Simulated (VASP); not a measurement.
A run of VASP 6.6.1 is set up as follows.

The input INCAR:

```
PREC = Accurate ; ENCUT = 520
EDIFF = 1E-7 ; ISMEAR = 0
SIGMA = 0.1 ; LREAL = False
LASPH = True ; NELM = 60
ALGO = Normal ; ISIF = 2
LWAVE = False ; LCHARG = False
GGA = PE ; NBANDS = 20
```

KPOINTS

```
Automatic mesh
0
Gamma
  4 4 4
```

POSCAR

```
Si2Sb2Se
1.0
    3.2142799400     -4.2200717400      0.0000000000
    3.2142799400      4.2200717400      0.0000000000
    0.0000000000      0.0000000000      5.3670018300
Si Sb Se
2 2 1
Direct
    0.0000000000      0.0000000000      0.0000000000
    0.5000000000      0.5000000000      0.0000000000
    0.0000000000      0.5000000000      0.0000000000
    0.5000000000      0.0000000000      0.0000000000
    0.5000000000      0.5000000000      0.5000000000
```

Potentials or basis: VASP PAW PBE potentials, release 64 (Si, Sb, Se).

Launch:

```sh
$ cat potpaw_PBE.64/Si/POTCAR potpaw_PBE.64/Sb/POTCAR potpaw_PBE.64/Se/POTCAR > POTCAR
$ mpirun -np 1 vasp_std > vasp.out
```

Predict the band gap on the k mesh.

zero (band 12 reaches 5.00 eV, above the bottom of band 13 at 3.50 eV).

What does it give for the pressure?

3.0 GPa.

Stress tensor (GPa, compression positive):
```
10.89  0.00  0.00
 0.00  3.56  0.00
 0.00  0.00 -5.30
```

Caveat: spin-orbit coupling is left out, which moves the levels of the heavy elements.
